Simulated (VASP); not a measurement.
Write the native input for VASP 6.6.1 that does the following.

```yaml
Task: electric field gradients
Functional: LDA
Potentials_or_basis: VASP PAW LDA potentials, release 64 (Zn, O)
Cutoff: 520 eV
k_mesh: 8 × 8 × 5
Occupations: fermi-dirac, width 0.01 eV
Spin: no spin polarisation
Dipole_correction: no
Further_INCAR_settings: ALGO = Normal; EDIFF = 1e-08; NBANDS = 26
```

The structure of ZnO lies in POSCAR:

```
ZnO
1.0
    3.3131286040      0.0000000000      0.0000000000
   -1.6565643020      2.8692535371      0.0000000000
    0.0000000000      0.0000000000      5.3058612053
Zn O
2 2
Direct
    0.3333333333      0.6666666667      0.0000000000
    0.6666666667      0.3333333333      0.5000000000
    0.3333333333      0.6666666667      0.3821000000
    0.6666666667      0.3333333333      0.8821000000
```

This cell differs from its parent crystal: volume scaled by 1.06.

These files were run (other wordings do the same):

INCAR

```
SYSTEM = ZnO
PREC = Accurate
ENCUT = 520
EDIFF = 1E-8
ISMEAR = -1
SIGMA = 0.01
LREAL = .False.
LASPH = .True.
NELM = 100
ALGO = Normal
ISIF = 2
LWAVE = .False.
LCHARG = .False.
GGA = CA
LEFG = .True.
NBANDS = 26
```

KPOINTS

```
Automatic mesh
0
Gamma
  8 8 5
  0 0 0
```

Potentials or basis: VASP PAW LDA potentials, release 64 (Zn, O).

Launch:

```console
$ cat potpaw_LDA.64/Zn/POTCAR potpaw_LDA.64/O/POTCAR > POTCAR
$ mpirun -np 1 vasp_std > vasp.out
```

Results of the run:

```json
{"Pressure": "-12.8 GPa", "Largest force": "0.040 eV/Å", "Band gap on the k mesh": "0.65 eV, direct"}
```

Caveat: without QUAD_EFG the Cq values of the log hold for a quadrupole moment of 1 mb, not for the nuclei.

It took 51 s on 1 thread of Intel(R) Xeon(R) Platinum 8488C (Sapphire Rapids), with other jobs on the host, peak memory 0.17 GiB.
